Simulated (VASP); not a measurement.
The system is BN (e600).

```xyz
4
Lattice="2.5152 0.0000 0.0000 -1.2576 2.1782 0.0000 0.0000 0.0000 4.1606" Properties=species:S:1:pos:R:3 pbc="T T T"
B     0.0000    1.4521   -0.0005
B     1.2576    0.7261    2.0798
N     0.0000    1.4521    1.5566
N     1.2576    0.7261    3.6369
```

Base run:

- Program: VASP 6.6.1
- Functional: PBEsol
- Potentials or basis: VASP PAW PBE potentials, release 64 (B, N)
- Cutoff: 520 eV
- k mesh: 9 × 9 × 6
- Occupations: gaussian, width 0.01 eV
- Spin: no spin polarisation

Its results: band gap on the k mesh 4.88 eV, indirect (least direct gap 8.35 eV); pressure 13.2 GPa.

The run is repeated on the same cell with these changes: potentials or basis from VASP PAW PBE potentials, release 64 (B, N) to VASP PAW PBE potentials, release 64 (B_h, N_h); cutoff from 520 eV to 910 eV. What comes out?

Band gap on the k mesh 4.88 eV, indirect (least direct gap 8.36 eV); pressure 12.3 GPa.

Caveats: the PAW data sets were made with another functional, which shifts forces and pressure a little; the cutoff is under 1.25 times the usual one of these potentials, so pressure, stress and relaxed cells hold a basis-set (Pulay) error (some runs).

A k mesh can miss the band edges.
